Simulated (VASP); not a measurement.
Here is a VASP 6.6.1 calculation.

The input INCAR:

```
  PREC = Accurate
  ENCUT = 520
  EDIFF = 1E-6
  ISMEAR = 0
  SIGMA = 0.01
  LREAL = F
  LASPH = T
  NELM = 60
  ALGO = Normal
  ISIF = 2
  LWAVE = F
  LCHARG = F
  GGA = PS
  NBANDS = 16
```

Contents of KPOINTS:

```
regular mesh
0
Gamma
  8 8 8
```

File POSCAR:

```
GaP
1.0
    2.6648788386      2.6648788386      0.0000000000
   -2.6648788386      2.6648788386      0.0000000000
    0.0000000000      2.6648788386      2.7671396900
Ga P
1 1
Direct
    0.0000000000      0.0000000000      0.0000000000
    0.7500000000      0.2500000000      0.5000000000
```

Potentials or basis: VASP PAW PBE potentials, release 64 (Ga_d, P).

The run is started by

```sh
$ cat potpaw_PBE.64/Ga_d/POTCAR potpaw_PBE.64/P/POTCAR > POTCAR
$ mpirun -np 1 vasp_std > vasp.out
```

Question: What does it give for the band gap on the k mesh?

Answer: 1.29 eV, indirect (least direct gap 1.91 eV).

Question: What does it give for the pressure?

Answer: 1.9 GPa.

Stress tensor (GPa, compression positive):
```
 2.93  0.00  0.00
 0.00  2.93  0.00
 0.00  0.00 -0.11
```

Caveat: the cell differs from its parent crystal (in-plane strain -0.02, then relaxed in part); the PAW data sets were made with another functional, which shifts forces and pressure a little. A k mesh can miss the band edges.
